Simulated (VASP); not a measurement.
A run of VASP 6.6.1 is set up as follows.

Contents of INCAR:

```
PREC = Accurate
ENCUT = 600
EDIFF = 1E-6
ISMEAR = 0
SIGMA = 0.1
LREAL = F
LASPH = T
NELM = 100
ALGO = Normal
ISIF = 3
LWAVE = F
LCHARG = F
GGA = PE
IBRION = 2
NSW = 100
EDIFFG = -0.01
```

KPOINTS

```
regular mesh
0
Gamma
  6 6 8
```

Contents of POSCAR:

```
AlGa2Sb3
1.0
    5.9948901170      0.0000000000      0.0000000000
   -2.9974450585      5.1917271342      0.0000000000
    0.0000000000      0.0000000000      5.4361064249
Al Ga Sb
1 2 3
Direct
    0.0000000000      0.0000000000      0.0000000000
    0.3333333333      0.6666666667      0.0000000000
    0.6666666667      0.3333333333      0.0000000000
    0.5000000000      0.0000000000      0.5000000000
    0.0000000000      0.5000000000      0.5000000000
    0.5000000000      0.5000000000      0.5000000000
```

Potentials or basis: VASP PAW PBE potentials, release 64 (Al, Ga_d, Sb).

The run is started by

```console
$ cat potpaw_PBE.64/Al/POTCAR potpaw_PBE.64/Ga_d/POTCAR potpaw_PBE.64/Sb/POTCAR > POTCAR
$ mpirun -np 1 vasp_std > vasp.out
```

(1) What does it give for the space group after relaxing (to 0.1 Å)?

(2) Estimate the band gap on the k mesh.

(3) What does it give for the relaxed cell?

Answers

(1) P6/mmm (No. 191).

(2) zero (bands 22 and 23 overlap by 1.47 eV).

(3) a = 6.244 Å, b = 6.244 Å, c = 5.001 Å, α = 90.00°, β = 90.00°, γ = 120.00°.

Caveat: spin-orbit coupling is left out, which moves the levels of the heavy elements.
